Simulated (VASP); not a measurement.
# AlN (P1) in VASP: a series of runs, part 2 of 2

VASP 6.6.1.

## 3. Single point, LDA

Contents of INCAR:

```
  PREC = Accurate
  ENCUT = 520
  EDIFF = 1E-6
  ISMEAR = 0
  SIGMA = 0.05
  LREAL = F
  LASPH = T
  NELM = 100
  ALGO = Normal
  ISIF = 2
  LWAVE = F
  LCHARG = F
  GGA = CA
  NBANDS = 26
```

Contents of KPOINTS:

```
regular mesh
0
Gamma
  8 8 3
```

Contents of POSCAR:

```
AlN
1.0
   -3.1110021516      0.0000000000      0.0000000000
   -1.5555010758     -2.6942068945      0.0000000000
   -1.2444008606      0.0000000000      9.9560000000
Al N
4 4
Direct
   -0.0281666667      0.3333333333      0.9037500000
    0.1718333333      0.3333333333      0.4037500000
    0.6051666667      0.6666666667      0.1537500000
    0.4051666667      0.6666666667      0.6537500000
    0.2948333333      0.3333333333      0.0962500000
    0.0948333333      0.3333333333      0.5962500000
    0.5281666667      0.6666666667      0.3462500000
    0.3281666667      0.6666666667      0.8462500000
```

Potentials or basis: VASP PAW LDA potentials, release 64 (Al, N).

Command:

```console
> cat potpaw_LDA.64/Al/POTCAR potpaw_LDA.64/N/POTCAR > POTCAR
> mpirun -np 1 vasp_std > vasp.out
```

OUTCAR:

```text
PREC = Accurate
   ENCUT = 520
   EDIFF = 1E-6
   ISMEAR = 0
   LREAL = F
   LASPH = T
   NELM = 100
   ISIF = 2
   GGA = CA

 ion  position               nearest neighbor table
   1  0.972  0.333  0.904-   8 1.89   8 1.89   8 1.89   5 2.29   3 2.66   4 3.07   4 3.07   4 3.07
                             3 3.31
   2  0.172  0.333  0.404-   7 1.89   7 1.89   7 1.89   6 1.92   3 3.07   4 3.07   3 3.07   4 3.07
                             4 3.07   3 3.07
   3  0.605  0.667  0.154-   5 1.89   5 1.89   5 1.89   7 1.92   1 2.66   2 3.07   2 3.07   2 3.07
                             1 3.31
   4  0.405  0.667  0.654-   6 1.89   6 1.89   6 1.89   8 1.92   1 3.07   2 3.07   1 3.07   2 3.07
                             2 3.07   1 3.07
   5  0.295  0.333  0.096-   3 1.89   3 1.89   3 1.89   1 2.29
   6  0.095  0.333  0.596-   4 1.89   4 1.89   4 1.89   2 1.92
   7  0.528  0.667  0.346-   2 1.89   2 1.89   2 1.89   3 1.92
   8  0.328  0.667  0.846-   1 1.89   1 1.89   1 1.89   4 1.92

  LATTYP: Found a base centered monoclinic cell.
 ALAT       =     3.1110021516
 B/A-ratio  =     1.7320508076
 C/A-ratio  =     3.2251560695
 COS(beta)  =    -0.1240250057

  Lattice vectors:

 A1 = (   1.5555010758,  -2.6942068945,   0.0000000000)
 A2 = (   1.5555010758,   2.6942068945,   0.0000000000)
 A3 = (  -1.2444008606,   0.0000000000,   9.9560000000)

Analysis of symmetry for initial positions (statically):
=====================================================================
 Subroutine PRICEL returns:
 Original cell was already a primitive cell.

 Routine SETGRP: Setting up the symmetry group for a
 base centered monoclinic supercell.

 Subroutine GETGRP returns: Found  1 space group operations
 (whereof  1 operations were pure point group operations)
 out of a pool of  4 trial point group operations.

The static configuration has the point symmetry C_1 .

Analysis of symmetry for dynamics (positions and initial velocities):
=====================================================================
 Subroutine PRICEL returns:
 Original cell was already a primitive cell.

 Routine SETGRP: Setting up the symmetry group for a
 base centered monoclinic supercell.

 Subroutine GETGRP returns: Found  1 space group operations
 (whereof  1 operations were pure point group operations)
 out of a pool of  4 trial point group operations.

The dynamic configuration has the point symmetry C_1 .

 Subroutine INISYM returns: Found  1 space group operations
 (whereof  1 operations are pure point group operations),
 and found     1 'primitive' translations

----------------------------------------------------------------------------------------

                                     Primitive cell

  volume of cell :      83.4480

  direct lattice vectors                    reciprocal lattice vectors
    -3.111002152  0.000000000  0.000000000    -0.321439829  0.185583372 -0.040176778
    -1.555501076 -2.694206895  0.000000000     0.000000000 -0.371166744  0.000000000
    -1.244400861  0.000000000  9.956000000     0.000000000  0.000000000  0.100441945

  length of vectors
     3.111002152  3.111002152 10.033467472     0.373334870  0.371166744  0.100441945

  position of ions in fractional coordinates (direct lattice)
[... 53 lines left out ...]
  0.375000  0.000000 -0.000000      2.000000
[... 16 lines left out ...]
  0.500000  0.250000  0.000000      2.000000
 -0.375000  0.250000  0.000000      2.000000
 [... further k-points ...]
   k-points           NKPTS =     98   k-points in BZ     NKDIM =     98   number of bands    NBANDS=     26
   number of dos      NEDOS =    301   number of ions     NIONS =      8
   total plane-waves  NPLWV =  46080
   dimension x,y,z NGX =    24 NGY =   24 NGZ =   80
   dimension x,y,z NGXF=    48 NGYF=   48 NGZF=  160
   ions per type =               4   4
   NGX,Y,Z   is equivalent  to a cutoff of  12.83, 12.83, 13.26 a.u.
   NGXF,Y,Z  is equivalent  to a cutoff of  25.65, 25.65, 26.51 a.u.
 SYSTEM =  unknown system
   PREC   = accura    normal or accurate (medium, high low for compatibility)
   ISTART =      0    job   : 0-new  1-cont  2-samecut
   ICHARG =      2    charge: 1-file 2-atom 10-const
   ISPIN  =      1    spin polarized calculation?
   LNONCOLLINEAR =      F non collinear calculations
   LSORBIT =      F    spin-orbit coupling
   LASPH  =      T    aspherical Exc in radial PAW
   ENCUT  =  520.0 eV  38.22 Ry    6.18 a.u.   5.78  5.78 18.66*2*pi/ulx,y,z
   NELM   =    100;   NELMIN=  2; NELMDL= -5     # of ELM steps
   EDIFF  = 0.1E-05   stopping-criterion for ELM
   LREAL  =      F    real-space projection
   EDIFFG = 0.1E-04   stopping-criterion for IOM
   NSW    =      0    number of steps for IOM
   IBRION =     -1    ionic relax: 0-MD 1-quasi-New 2-CG
   NFREE  =      0    steps in history (QN), initial steepest desc. (CG)
   ISIF   =      2    stress and relaxation
   ISYM   =      2    0-nonsym 1-usesym 2-fastsym
   POTIM  = 0.5000    time-step for ionic-motion
   TEBEG  =    0.0;   TEEND  =   0.0 temperature during run
   PSTRESS=    0.0 pullay stress
   NELECT =      32.0000    total number of electrons
   NUPDOWN=      -1.0000    fix difference up-down
   EMIN   =  10.00;   EMAX   =-10.00  energy-range for DOS
   EFERMI =   0.00;   METHOD = LEGACY
   ISMEAR =     0;   SIGMA  =   0.05  broadening in eV -4-tet -1-fermi 0-gaus
   EFERMI_NEDOS =   21; number of points for ismear=-14 and -15
   IALGO  =     38    algorithm
   IMIX   =      4    mixing-type and parameters
     AMIX     =   0.40;   BMIX     =  1.00
     AMIX_MAG =   1.60;   BMIX_MAG =  1.00
  volume/ion in A,a.u.               =      10.43        70.39
  Fermi-wavevector in a.u.,A,eV,Ry     =   1.189377  2.247596 19.247033  1.414617
  Thomas-Fermi vector in A             =   2.325485
   LORBIT       =      0    0 simple, 1 ext, 2 COOP (PROOUT), +10 PAW based schemes
   GGA     = CA    functional components
   LHFCALC =     F    Hartree Fock is set to
   AEXX    =    0.0000 exact exchange contribution
   IVDW    =     0    specifies the selected vdW correction
   LEPSILON=     F    determine dielectric tensor
   LRPA    =     F    only Hartree local field effects (RPA)
 non-spin polarized calculation
 Gauss-broadening in eV      SIGMA  =   0.05
  energy-cutoff  :      520.00
  volume of cell :       83.45
 maximum number of plane-waves:      2264
   NGX = 11   NGY = 11   NGZ = 37

 number of electron      31.9999999 magnetization

 Free energy of the ion-electron system (eV)
  ---------------------------------------------------
  ext. energy  EPLUGINS =         0.00000000
  ---------------------------------------------------
  free energy    TOTEN  =       -64.33534586 eV

  energy without entropy =      -64.33534586  energy(sigma->0) =      -64.33534586

 E-fermi :   6.6093     XC(G=0): -11.2776

 val. band max:        6.3972976598   @ k =   0.0000   0.0000   0.0000
 cond. band min:       9.5333836604   @ k =   0.5000   0.0000   0.3333
 fundamental gap:      3.1360860006
 Fermi energy:         6.6092604328

 k-point     1 :       0.0000    0.0000    0.0000
  band No.  band energies     occupation
      1      -9.0761      2.00000
      2      -8.1748      2.00000
      3      -8.1279      2.00000
      4      -6.8098      2.00000
      5      -0.0403      2.00000
      6       2.5989      2.00000
[... 685 lines left out ...]
     25      16.5529      0.00000
     26      17.1644      0.00000

 [... further k-points ...]

------------------------ aborting loop because EDIFF is reached ----------------------------------------

  FORCE on cell =-STRESS in cart. coord.  units (eV):
  Direction    XX          YY          ZZ          XY          YZ          ZX
  --------------------------------------------------------------------------------------
  -------------------------------------------------------------------------------------
  Total       -6.2635671     -1.6033149      0.3243118      0.3583093      1.0913655      2.3120333
  in kB     -120.2586085    -30.7831648      6.2266891      6.8794309     20.9538905     44.3903447
  external PRESSURE =     -48.2716947 kB  Pullay stress =       0.0000000 kB

 VOLUME and BASIS-vectors are now :
 -----------------------------------------------------------------------------
  energy-cutoff  :      520.00
  volume of cell :       83.45
      direct lattice vectors                 reciprocal lattice vectors
    -3.111002152  0.000000000  0.000000000    -0.321439829  0.185583372 -0.040176778
    -1.555501076 -2.694206895  0.000000000     0.000000000 -0.371166744  0.000000000
    -1.244400861  0.000000000  9.956000000     0.000000000  0.000000000  0.100441945

 POSITION                                       TOTAL-FORCE (eV/Angst)
 -----------------------------------------------------------------------------------
     -4.66650     -0.89807      8.99774        -0.807200      0.457515     -0.049432
     -1.55550     -0.89807      4.01974         0.011839     -0.000677      0.090948
     -3.11100     -1.79614      1.53074         0.126231     -0.447315      1.282036
     -3.11100     -1.79614      6.50874        -0.032981     -0.074944      0.055515
     -1.55550     -0.89807      0.95826         0.860138      0.639878     -0.393921
     -1.55550     -0.89807      5.93626         0.000029     -0.027151     -0.151020
     -3.11100     -1.79614      3.44726         0.027448      0.063960     -0.111422
     -3.11100     -1.79614      8.42526        -0.185504     -0.611266     -0.722702
 -----------------------------------------------------------------------------------
    total drift:                               -0.000656     -0.000008      0.000581

  FREE ENERGIE OF THE ION-ELECTRON SYSTEM (eV)
  ---------------------------------------------------
  free  energy   TOTEN  =       -64.3353458641 eV

  energy  without entropy=      -64.3353458641  energy(sigma->0) =      -64.33534586
```

Wall time 3.5 min (1 thread of AMD EPYC 7R13, shared host); peak memory 0.25 GiB.

Results:

| Item | Value |
| --- | --- |
| Free energy | -64.3353 eV |
| Pressure | -4.8 GPa |
| Largest force | 1.364 eV/Å |
| Band gap on the k mesh | 3.14 eV (least direct gap 3.24 eV) |

Forces on the atoms (eV/Å):
```
Al  -0.807  0.458 -0.049
Al   0.012 -0.001  0.091
Al   0.126 -0.447  1.282
Al  -0.033 -0.075  0.056
N    0.860  0.640 -0.394
N    0.000 -0.027 -0.151
N    0.027  0.064 -0.111
N   -0.186 -0.611 -0.723
```

Caveat: the cell stands under tension; an odd mesh through Γ misses points on the zone boundary, where band edges can lie; forces of over 1 eV/Å act on the atoms, so gaps and moduli don't describe the material at rest.

## 4. Single point, LDA

Contents of INCAR:

```
PREC = Accurate
ENCUT = 520
EDIFF = 1E-6
ISMEAR = 0
SIGMA = 0.05
LREAL = F
LASPH = T
NELM = 80
ALGO = Normal
ISIF = 2
LWAVE = F
LCHARG = F
GGA = CA
NBANDS = 26
```

Contents of KPOINTS:

```
Automatic mesh
0
Gamma
  8 8 3
```

Contents of POSCAR:

```
AlN
1.0
   -3.1110021516      0.0000000000      0.0000000000
   -1.5555010758     -2.6942068945      0.0000000000
   -0.3111002152      0.0000000000      9.9560000000
Al N
4 4
Direct
    0.2429583333      0.3333333333      0.9037500000
    0.2929583333      0.3333333333      0.4037500000
    0.6512916667      0.6666666667      0.1537500000
    0.6012916667      0.6666666667      0.6537500000
    0.3237083333      0.3333333333      0.0962500000
    0.2737083333      0.3333333333      0.5962500000
    0.6320416667      0.6666666667      0.3462500000
    0.5820416667      0.6666666667      0.8462500000
```

Command:

```console
> cat potpaw_LDA.64/Al/POTCAR potpaw_LDA.64/N/POTCAR > POTCAR
> mpirun -np 1 vasp_std > vasp.out
```

Run time: 3 min. Hardware: 1 thread of AMD EPYC 7R13, shared host; peak memory 0.24 GiB.

Results (log left out):

```yaml
Free_energy: -65.5423 eV
Pressure: -4.0 GPa
Largest_force: 0.669 eV/Å
Band_gap_on_the_k_mesh: 4.06 eV
```

Forces on the atoms (eV/Å):
```
Al  -0.584  0.053  0.249
Al   0.009  0.000  0.174
Al   0.129 -0.047  0.302
Al  -0.027 -0.006  0.169
N    0.590  0.053 -0.311
N   -0.001 -0.002 -0.178
N    0.020  0.005 -0.175
N   -0.136 -0.056 -0.230
```

Stress tensor (GPa, compression positive):
```
-4.03  0.46  3.29
 0.46 -3.27  0.13
 3.29  0.13 -4.66
```

Levels at points of the mesh, in eV from the valence-band top:
```csv
k point,band 13,band 14,band 15,band 16,band 17,band 18,band 19,band 20
"(0.00, 0.00, 0.00)",-0.67,-0.43,-0.34,0.00,4.06,6.22,6.31,6.42
"(0.50, 0.00, 0.00)",-1.64,-1.63,-1.32,-0.83,4.93,5.18,5.41,5.63
"(0.50, 0.50, 0.00)",-1.63,-1.51,-1.24,-0.86,4.88,5.04,5.49,5.81
"(0.00, 0.50, 0.00)",-1.62,-1.49,-1.38,-0.83,5.00,5.07,5.53,5.60
```

Caveat: the cell stands under tension; an odd mesh through Γ misses points on the zone boundary, where band edges can lie.

## 5. Single point, LDA

Contents of INCAR:

```
SYSTEM = AlN
PREC = Accurate ; ENCUT = 520
EDIFF = 1E-7 ; ISMEAR = 0
SIGMA = 0.05 ; LREAL = .FALSE.
LASPH = .TRUE. ; NELM = 80
ALGO = Normal ; ISIF = 2
LWAVE = .FALSE. ; LCHARG = .TRUE.
LELF = .TRUE. ; LVHAR = .TRUE.
NBANDS = 26
```

Contents of KPOINTS:

```
regular mesh
0
G
  8 8 3
  0 0 0
```

Contents of POSCAR:

```
AlN
1.0
   -3.1110021516      0.0000000000      0.0000000000
   -1.5555010758     -2.6942068945      0.0000000000
   -0.9333006455      0.0000000000      9.9560000000
Al N
4 4
Direct
    0.0622083333      0.3333333333      0.9037500000
    0.2122083333      0.3333333333      0.4037500000
    0.6205416667      0.6666666667      0.1537500000
    0.4705416667      0.6666666667      0.6537500000
    0.3044583333      0.3333333333      0.0962500000
    0.1544583333      0.3333333333      0.5962500000
    0.5627916667      0.6666666667      0.3462500000
    0.4127916667      0.6666666667      0.8462500000
```

Command:

```console
> cat potpaw_LDA.64/Al/POTCAR potpaw_LDA.64/N/POTCAR > POTCAR
> mpirun -np 1 vasp_std > vasp.out
```

Run time: 3.5 min. Hardware: 1 thread of AMD EPYC 7R13, shared host; peak memory 0.25 GiB.

The run converged. Its results:

* Free energy: -64.7484 eV
* Pressure: -4.6 GPa
* Largest force: 1.430 eV/Å
* Band gap on the k mesh: 3.46 eV

Forces on the atoms (eV/Å):
```
Al  -1.203  0.344  0.176
Al   0.017  0.000  0.109
Al   0.209 -0.323  0.981
Al  -0.049 -0.049  0.080
N    1.254  0.428 -0.538
N   -0.001 -0.018 -0.149
N    0.040  0.041 -0.121
N   -0.267 -0.421 -0.539
```

Stress tensor (GPa, compression positive):
```
-9.22  0.97  6.60
 0.97 -3.11  1.27
 6.60  1.27 -1.58
```

Levels at points of the mesh, in eV from the valence-band top:
| k point | band 13 | band 14 | band 15 | band 16 | band 17 | band 18 | band 19 | band 20 |
| --- | --- | --- | --- | --- | --- | --- | --- | --- |
| (0.00, 0.00, 0.00) | -0.84 | -0.71 | -0.62 | 0.00 | 3.46 | 5.55 | 6.01 | 6.24 |
| (0.50, 0.00, 0.00) | -2.02 | -1.83 | -1.31 | -0.78 | 3.80 | 5.00 | 5.17 | 5.68 |
| (0.50, 0.50, 0.00) | -1.86 | -1.73 | -1.19 | -0.82 | 3.89 | 4.63 | 5.25 | 5.91 |
| (0.00, 0.50, 0.00) | -1.76 | -1.70 | -1.42 | -1.01 | 3.96 | 4.78 | 5.18 | 5.61 |

Caveat: the cell stands under tension; an odd mesh through Γ misses points on the zone boundary, where band edges can lie; forces of over 1 eV/Å act on the atoms, so gaps and moduli don't describe the material at rest.

## 6. The runs side by side

```csv
cell,gap on the mesh (eV),pressure (GPa),largest force (eV/Å)
"a = 3.111, b = 3.111, c = 9.975 Å, angles 88.2, 86.4, 60.0°, 8 atoms",3.78,-4.3,1.22
"a = 3.111, b = 3.111, c = 10.033 Å, angles 86.4, 82.9, 60.0°, 8 atoms",3.14,-4.8,1.36
"a = 3.111, b = 3.111, c = 9.961 Å, angles 89.1, 88.2, 60.0°, 8 atoms",4.06,-4.0,0.67
"a = 3.111, b = 3.111, c = 10.000 Å, angles 87.3, 84.6, 60.0°, 8 atoms",3.46,-4.6,1.43
```

Alike in all rows: task single point; level LDA; potentials or basis VASP PAW LDA potentials, release 64 (Al, N); no spin polarisation; k mesh 8 × 8 × 3; cutoff (eV) 520; smearing gaussian 0.05 eV.

Caveats: the cell stands under tension; an odd mesh through Γ misses points on the zone boundary, where band edges can lie; forces of over 1 eV/Å act on the atoms, so gaps and moduli don't describe the material at rest (at least some runs).

Absolute energies hang on the potentials; compare differences alone.
